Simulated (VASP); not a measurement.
A run of VASP 6.6.1 is set up as follows.

INCAR

```
PREC = Accurate ; ENCUT = 520
EDIFF = 1E-7 ; ISMEAR = 0
SIGMA = 0.1 ; LREAL = F
LASPH = T ; NELM = 80
ALGO = Normal ; ISIF = 2
LWAVE = F ; LCHARG = T
GGA = PE ; LELF = T
LVHAR = T ; NBANDS = 26
```

Contents of KPOINTS:

```
Automatic mesh
0
Gamma
  6 4 4
```

Contents of POSCAR:

```
AlB3P4
1.0
    3.3502240653      0.0000000000      0.0000000000
    0.0000000000      6.8132989964      0.0000000000
    0.0000000000      0.0000000000      4.8364403497
Al B P
1 3 4
Direct
    0.5000000000      0.0000000000      0.5006528616
    0.0000000000      0.7316106239      0.0006695942
    0.5000000000      0.5000000000      0.5061702977
    0.0000000000      0.2683893761      0.0006695942
    0.5000000000      0.7203853378      0.7696742624
    0.0000000000      0.5000000000      0.2682992434
    0.5000000000      0.2796146622      0.7696742624
    0.0000000000      0.0000000000      0.1841898842
```

Potentials or basis: VASP PAW PBE potentials, release 64 (Al, B, P).

Run with:

```bash
$ cat potpaw_PBE.64/Al/POTCAR potpaw_PBE.64/B/POTCAR potpaw_PBE.64/P/POTCAR > POTCAR
$ mpirun -np 1 vasp_std > vasp.out
```

(1) What does it give for the band gap on the k mesh?

(2) What does it give for the pressure?

Results:

(1) 0.43 eV (least direct gap 0.43 eV).

(2) -0.2 GPa.

Caveat: semilocal functionals underestimate gaps, and a narrow one can read as zero.
